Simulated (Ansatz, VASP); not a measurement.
**Ba: VASP beside Ansatz**

```
Ba
1.0
     0.00000    3.65582    3.65582
     3.65582    0.00000    3.65582
     3.65582    3.65582    0.00000
Ba
2
Cartesian
  0.9140 0.9140 0.9140
  6.3977 6.3977 6.3977
```

Alike in both runs: task single point; functional PBEsol; k mesh 8 × 8 × 8; occupations fermi-dirac, width 0.1 eV; no spin polarisation.

|  | VASP | Ansatz |
| --- | --- | --- |
| version | VASP 6.6.1 | Ansatz 0.2.0 |
| potentials or method | VASP PAW PBE potentials, release 64 (Ba_sv), cutoff 520 eV | plane waves (420 eV) with PAW, scalar-relativistic |
| valence electrons in the cell | 20 | 20 |

|  | VASP | Ansatz | Ansatz less VASP |
| --- | --- | --- | --- |
| pressure (GPa) | 1.5 | 0.7 | -0.85 |

VASP's potentials were made for PBE, not for PBEsol, and Ansatz warns of the same on its side.

Spin-orbit coupling is off throughout.
